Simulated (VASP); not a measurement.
# Si16C (a cell with a defect) in VASP: single point with PBE

Aim: the single point of Si16C (a cell with a defect) with PBE.

All numbers are computed with VASP 6.6.1; they aren't measurements. Logs are shortened: lines on timing, memory, paths and dates and some standing lists are left out, and cuts for length are marked.

## Step 1: The cell of the first run

The cell holds a defect, 17 atoms: a = 7.679 Å, b = 7.679 Å, c = 7.679 Å, α = 60.00°, β = 60.00°, γ = 60.00°.

## Step 2: Single point, PBE, collinear spin, zero start

Input file INCAR:

```
PREC = Accurate
ENCUT = 520
EDIFF = 1E-7
ISMEAR = 0
SIGMA = 0.05
LREAL = Auto
LASPH = True
NELM = 150
ALGO = Normal
ISIF = 2
LWAVE = False
LCHARG = False
ISPIN = 2
MAGMOM = 0 0 0 0 0 0 0 0 0 0 0 0 0 0 0 0 0
LORBIT = 11
GGA = PE
NBANDS = 52
```

Input file KPOINTS:

```
Automatic mesh
0
Gamma
  2 2 2
```

Input file POSCAR:

```
Si16C
1.0
    0.0000000000      5.4300000000      5.4300000000
    5.4300000000      0.0000000000      5.4300000000
    5.4300000000      5.4300000000      0.0000000000
Si C
16 1
Direct
    0.0142500921      0.0161116022     -0.0267869245
    0.1291156538      0.1269639042      0.1222228361
    0.0316267035      0.0015639042      0.4958825046
    0.1376830571      0.1686896869      0.5967453039
    0.0029268877      0.5012812155     -0.0004753223
    0.1049340700      0.6420443831      0.1290327808
   -0.0271583794      0.5702224678      0.4969401473
    0.1538409761      0.6245700737      0.6274424494
    0.5011990792     -0.0106841621     -0.0062987109
    0.6411044199      0.1352802947      0.0762014733
    0.5045488950      0.0181244015      0.4390960405
    0.6643752302      0.0545054328      0.6287860958
    0.4719065378      0.4936435543      0.0440501842
    0.6291148250      0.6159418969      0.1375345304
    0.5234140884      0.4636151934      0.5107102210
    0.6167818600      0.5790072744      0.6830492634
    0.7105725599      0.8143051565      0.5633219153
```

Potentials or basis: VASP PAW PBE potentials, release 64 (Si, C).

Launch:

```sh
cat potpaw_PBE.64/Si/POTCAR potpaw_PBE.64/C/POTCAR > POTCAR
mpirun -np 1 vasp_std > vasp.out
```

OUTCAR:

```text
PREC = Accurate
   ENCUT = 520
   EDIFF = 1E-7
   ISMEAR = 0
   LREAL = Auto
   LASPH = True
   NELM = 150
   ISIF = 2
   ISPIN = 2
   LORBIT = 11
   GGA = PE

 ion  position               nearest neighbor table
   1  0.014  0.016  0.973-  10 2.35   2 2.36   6 2.36   4 2.37
   2  0.129  0.127  0.122-   9 2.34   5 2.35   3 2.35   1 2.36
   3  0.032  0.002  0.496-   2 2.35  12 2.36   4 2.36   8 2.36
   4  0.138  0.169  0.597-  11 2.34   3 2.36   1 2.37   7 2.53
   5  0.003  0.501  1.000-   6 2.34   8 2.34  14 2.35   2 2.35
   6  0.105  0.642  0.129-  13 2.31   7 2.33   5 2.34   1 2.36
   7  0.973  0.570  0.497-  17 2.00   6 2.33   8 2.35  16 2.35   4 2.53
   8  0.154  0.625  0.627-  15 2.33   5 2.34   7 2.35   3 2.36
   9  0.501  0.989  0.994-  12 2.32  10 2.33   2 2.34  14 2.35
  10  0.641  0.135  0.076-  11 2.28  13 2.32   9 2.33   1 2.35
  11  0.505  0.018  0.439-  17 1.84  10 2.28   4 2.34  12 2.50  16 2.83
  12  0.664  0.055  0.629-  17 1.97   9 2.32   3 2.36  11 2.50  15 2.57
  13  0.472  0.494  0.044-  16 2.28   6 2.31  10 2.32  14 2.35
  14  0.629  0.616  0.138-   5 2.35   9 2.35  15 2.35  13 2.35
  15  0.523  0.464  0.511-   8 2.33  14 2.35  16 2.41  12 2.57
  16  0.617  0.579  0.683-  17 1.90  13 2.28   7 2.35  15 2.41  11 2.83
  17  0.711  0.814  0.563-  11 1.84  16 1.90  12 1.97   7 2.00

  LATTYP: Found a face centered cubic cell.
 ALAT       =    10.8600000000

  Lattice vectors:

 A1 = (   0.0000000000,   5.4300000000,   5.4300000000)
 A2 = (   5.4300000000,   0.0000000000,   5.4300000000)
 A3 = (   5.4300000000,   5.4300000000,   0.0000000000)

Analysis of symmetry for initial positions (statically):
=====================================================================
 Subroutine PRICEL returns:
 Original cell was already a primitive cell.

 Routine SETGRP: Setting up the symmetry group for a
 face centered cubic supercell.

 Subroutine GETGRP returns: Found  1 space group operations
 (whereof  1 operations were pure point group operations)
 out of a pool of 48 trial point group operations.

The static configuration has the point symmetry C_1 .

Analysis of symmetry for dynamics (positions and initial velocities):
=====================================================================
 Subroutine PRICEL returns:
 Original cell was already a primitive cell.

 Routine SETGRP: Setting up the symmetry group for a
 face centered cubic supercell.

 Subroutine GETGRP returns: Found  1 space group operations
 (whereof  1 operations were pure point group operations)
 out of a pool of 48 trial point group operations.

The dynamic configuration has the point symmetry C_1 .

Analysis of structural, dynamic, and magnetic symmetry:
=====================================================================
 Subroutine PRICEL returns:
 Original cell was already a primitive cell.

 Routine SETGRP: Setting up the symmetry group for a
 face centered cubic supercell.

 Subroutine GETGRP returns: Found  1 space group operations
 (whereof  1 operations were pure point group operations)
 out of a pool of 48 trial point group operations.

The overall configuration has the point symmetry C_1 .

 Subroutine INISYM returns: Found  1 space group operations
 (whereof  1 operations are pure point group operations),
 and found     1 'primitive' translations

----------------------------------------------------------------------------------------

                                     Primitive cell

  volume of cell :     320.2060

  direct lattice vectors                    reciprocal lattice vectors
     0.000000000  5.430000000  5.430000000    -0.092081031  0.092081031  0.092081031
     5.430000000  0.000000000  5.430000000     0.092081031 -0.092081031  0.092081031
     5.430000000  5.430000000  0.000000000     0.092081031  0.092081031 -0.092081031

  length of vectors
     7.679179644  7.679179644  7.679179644     0.159489025  0.159489025  0.159489025

  position of ions in fractional coordinates (direct lattice)
     0.014250092  0.016111602  0.973213075
     0.129115654  0.126963904  0.122222836
     0.031626704  0.001563904  0.495882505
     0.137683057  0.168689687  0.596745304
     0.002926888  0.501281216  0.999524678
     0.104934070  0.642044383  0.129032781
[... 9 lines left out ...]
     0.616781860  0.579007274  0.683049263
     0.710572560  0.814305156  0.563321915

  ion indices of the primitive-cell ions
   primitive index   ion index
                 1           1
                 2           2
                 3           3
                 4           4
                 5           5
                 6           6
[... 9 lines left out ...]
                16          16
                17          17

----------------------------------------------------------------------------------------

 KPOINTS: Automatic mesh

Automatic generation of k-mesh.
 Grid dimensions read from file:
 generate k-points for:    2    2    2

 Generating k-lattice:

  Cartesian coordinates                     Fractional coordinates (reciprocal lattice)
    -0.046040516  0.046040516  0.046040516     0.500000000  0.000000000  0.000000000
     0.046040516 -0.046040516  0.046040516     0.000000000  0.500000000  0.000000000
     0.046040516  0.046040516 -0.046040516     0.000000000  0.000000000  0.500000000

  Length of vectors
     0.079744512  0.079744512  0.079744512

  Shift w.r.t. Gamma in fractional coordinates (k-lattice)
     0.000000000  0.000000000  0.000000000

 Subroutine IBZKPT returns following result:
 ===========================================

 Found      8 irreducible k-points:

 Following reciprocal coordinates:
            Coordinates               Weight
  0.000000  0.000000  0.000000      1.000000
  0.500000  0.000000  0.000000      1.000000
  0.000000  0.500000  0.000000      1.000000
  0.000000  0.000000  0.500000      1.000000
  0.500000  0.500000  0.500000      1.000000
  0.500000  0.500000  0.000000      1.000000
  0.000000  0.500000  0.500000      1.000000
  0.500000  0.000000  0.500000      1.000000
   k-points           NKPTS =      8   k-points in BZ     NKDIM =      8   number of bands    NBANDS=     52
   number of dos      NEDOS =    301   number of ions     NIONS =     17
   total plane-waves  NPLWV = 216000
   dimension x,y,z NGX =    60 NGY =   60 NGZ =   60
   dimension x,y,z NGXF=   120 NGYF=  120 NGZF=  120
   ions per type =              16   1
   NGX,Y,Z   is equivalent  to a cutoff of  12.99, 12.99, 12.99 a.u.
   NGXF,Y,Z  is equivalent  to a cutoff of  25.98, 25.98, 25.98 a.u.
 SYSTEM =  unknown system
   PREC   = accura    normal or accurate (medium, high low for compatibility)
   ISTART =      0    job   : 0-new  1-cont  2-samecut
   ICHARG =      2    charge: 1-file 2-atom 10-const
   ISPIN  =      2    spin polarized calculation?
   LNONCOLLINEAR =      F non collinear calculations
   LSORBIT =      F    spin-orbit coupling
   LASPH  =      T    aspherical Exc in radial PAW
   ENCUT  =  520.0 eV  38.22 Ry    6.18 a.u.  14.28 14.28 14.28*2*pi/ulx,y,z
   NELM   =    150;   NELMIN=  2; NELMDL= -5     # of ELM steps
   EDIFF  = 0.1E-06   stopping-criterion for ELM
   LREAL  =      T    real-space projection
   EDIFFG = 0.1E-05   stopping-criterion for IOM
   NSW    =      0    number of steps for IOM
   IBRION =     -1    ionic relax: 0-MD 1-quasi-New 2-CG
   NFREE  =      0    steps in history (QN), initial steepest desc. (CG)
   ISIF   =      2    stress and relaxation
   ISYM   =      2    0-nonsym 1-usesym 2-fastsym
   POTIM  = 0.5000    time-step for ionic-motion
   TEBEG  =    0.0;   TEEND  =   0.0 temperature during run
   PSTRESS=    0.0 pullay stress
   NELECT =      68.0000    total number of electrons
   NUPDOWN=      -1.0000    fix difference up-down
   EMIN   =  10.00;   EMAX   =-10.00  energy-range for DOS
   EFERMI =   0.00;   METHOD = LEGACY
   ISMEAR =     0;   SIGMA  =   0.05  broadening in eV -4-tet -1-fermi 0-gaus
   EFERMI_NEDOS =   21; number of points for ismear=-14 and -15
   IALGO  =     38    algorithm
   IMIX   =      4    mixing-type and parameters
     AMIX     =   0.40;   BMIX     =  1.00
     AMIX_MAG =   1.60;   BMIX_MAG =  1.00
  volume/ion in A,a.u.               =      18.84       127.11
  Fermi-wavevector in a.u.,A,eV,Ry     =   0.976715  1.845724 12.979587  0.953973
  Thomas-Fermi vector in A             =   2.107356
   LORBIT       =     11    0 simple, 1 ext, 2 COOP (PROOUT), +10 PAW based schemes
   GGA     = PE    functional components
   LHFCALC =     F    Hartree Fock is set to
   AEXX    =    0.0000 exact exchange contribution
   IVDW    =     0    specifies the selected vdW correction
   LEPSILON=     F    determine dielectric tensor
   LRPA    =     F    only Hartree local field effects (RPA)
 spin polarized calculation
 Gauss-broadening in eV      SIGMA  =   0.05
  energy-cutoff  :      520.00
  volume of cell :      320.21
 maximum number of plane-waves:      8646
 NGX is ok and might be reduce to    60
   NGX = 29   NGY = 29   NGZ = 29

 number of electron      67.9999999 magnetization       0.0000012

 number of electron      67.9999999 magnetization      -0.0000001

 Free energy of the ion-electron system (eV)
  ---------------------------------------------------
  ext. energy  EPLUGINS =         0.00000000
  ---------------------------------------------------
  free energy    TOTEN  =       -90.95200293 eV

  energy without entropy =      -90.95185634  energy(sigma->0) =      -90.95192963

 E-fermi :   6.2588     XC(G=0):  -9.5729

 val. band max:        6.1603844481   @ k =   0.5000   0.0000   0.5000
 cond. band min:       6.3571967261   @ k =   0.0000   0.0000   0.0000
 fundamental gap:      0.1968122780
 Fermi energy:         6.2587908475

 spin component 1

 k-point     1 :       0.0000    0.0000    0.0000
  band No.  band energies     occupation
      1      -7.4934      1.00000
      2      -5.3108      1.00000
      3      -4.1069      1.00000
      4      -3.8002      1.00000
      5      -3.5591      1.00000
      6      -2.8938      1.00000
[... 38 lines left out ...]
     45       8.4387      0.00000
     46       8.6021      0.00000
[... 301 lines left out ...]
      5      -4.0075      1.00000
      6      -3.8340      1.00000
[... 38 lines left out ...]
     45      10.0402      0.00000
     46      10.3788      0.00000
 Fermi energy:         6.2587908475

 spin component 2

 k-point     1 :       0.0000    0.0000    0.0000
  band No.  band energies     occupation
      1      -7.4934      1.00000
      2      -5.3108      1.00000
      3      -4.1069      1.00000
      4      -3.8002      1.00000
      5      -3.5591      1.00000
      6      -2.8938      1.00000
[... 38 lines left out ...]
     45       8.4387      0.00000
     46       8.6021      0.00000
[... 301 lines left out ...]
      5      -4.0075      1.00000
      6      -3.8340      1.00000
[... 38 lines left out ...]
     45      10.0402      0.00000
     46      10.3788      0.00000
 [bands above 46 left out]

------------------------ aborting loop because EDIFF is reached ----------------------------------------

  FORCE on cell =-STRESS in cart. coord.  units (eV):
  Direction    XX          YY          ZZ          XY          YZ          ZX
  --------------------------------------------------------------------------------------
  -------------------------------------------------------------------------------------
  Total        2.8186072      7.7042472      5.6635453      1.8250388     -1.1981217     -4.0858792
  in kB       14.1031349     38.5488394     28.3380183      9.1317331     -5.9949011    -20.4440351
  external PRESSURE =      26.9966642 kB  Pullay stress =       0.0000000 kB

 VOLUME and BASIS-vectors are now :
 -----------------------------------------------------------------------------
  energy-cutoff  :      520.00
  volume of cell :      320.21
      direct lattice vectors                 reciprocal lattice vectors
     0.000000000  5.430000000  5.430000000    -0.092081031  0.092081031  0.092081031
     5.430000000  0.000000000  5.430000000     0.092081031 -0.092081031  0.092081031
     5.430000000  5.430000000  0.000000000     0.092081031  0.092081031 -0.092081031

 POSITION                                       TOTAL-FORCE (eV/Angst)
 -----------------------------------------------------------------------------------
      5.37203      5.36193      0.16486        -0.031196     -0.004762      0.057658
      1.35308      1.36477      1.39051         0.028192      0.032220     -0.080689
      2.70113      2.86437      0.18022         0.056788      0.037676      0.054446
      4.15631      3.98795      1.66360        -0.017614     -0.007009     -0.170443
      8.14938      5.44331      2.73785        -0.042049      0.013921      0.008086
      4.18695      1.27044      4.05609         0.053101      0.006811     -0.005473
[... 9 lines left out ...]
      6.85297      7.05808      6.49313         0.053420     -0.213245     -0.062920
      7.48051      6.91725      8.28009         0.106476      0.046123      0.090346
 -----------------------------------------------------------------------------------
    total drift:                               -0.000044      0.004247     -0.002497

  FREE ENERGIE OF THE ION-ELECTRON SYSTEM (eV)
  ---------------------------------------------------
  free  energy   TOTEN  =       -90.9520029297 eV

  energy  without entropy=      -90.9518563401  energy(sigma->0) =      -90.95192963

 total charge

# of ion       s       p       d       tot
------------------------------------------
    1        0.742   0.944   0.000   1.685
    2        0.739   0.957   0.000   1.696
    3        0.751   0.931   0.000   1.681
    4        0.767   0.897   0.000   1.664
    5        0.739   0.959   0.000   1.698
    6        0.748   0.954   0.000   1.702
[... 9 lines left out ...]
   16        0.767   0.903   0.000   1.670
   17        0.890   1.544   0.000   2.434
--------------------------------------------------
tot         12.880  16.495   0.000  29.375

 magnetization (x)

# of ion       s       p       d       tot
------------------------------------------
    1       -0.000  -0.000   0.000  -0.000
    2       -0.000  -0.000   0.000  -0.000
    3        0.000   0.000   0.000   0.000
    4        0.000   0.000   0.000   0.000
    5        0.000   0.000   0.000   0.000
    6       -0.000   0.000   0.000   0.000
[... 9 lines left out ...]
   16       -0.000  -0.000   0.000  -0.000
   17       -0.000   0.000   0.000  -0.000
--------------------------------------------------
tot         -0.000   0.000   0.000  -0.000
```

Run time: 7.5 min. Hardware: 1 thread of Intel Xeon 6975P-C (Granite Rapids), shared host; peak memory 0.7 GiB.

Results:

```
Free energy                                           : -90.9520 eV
Pressure                                              : 2.7 GPa
Largest force                                         : 0.247 eV/Å
Band gap on the k mesh                                : 0.20 eV
Net moment                                            : 0.00 μB per cell
Valence electrons inside the program's atomic spheres : Si 1.69, 1.70, 1.68, 1.66, 1.64, 1.71, 1.72, 1.63, 1.65, 1.67; C 2.43
```

Forces in eV/Å, atoms in the order of the input:
```
Si  -0.031 -0.005  0.058
Si   0.028  0.032 -0.081
Si   0.057  0.038  0.054
Si  -0.018 -0.007 -0.170
Si  -0.042  0.014  0.008
Si   0.053  0.007 -0.005
Si   0.011  0.054  0.144
Si  -0.022 -0.058  0.038
Si   0.011 -0.007  0.043
Si  -0.022 -0.016 -0.051
Si  -0.042 -0.155 -0.020
Si  -0.174  0.012 -0.001
Si  -0.059  0.014  0.051
Si   0.033  0.003 -0.076
Si   0.057  0.240 -0.018
Si   0.053 -0.213 -0.063
C    0.106  0.046  0.090
```

Caveat: the k points lie up to 0.50 Å⁻¹ apart.
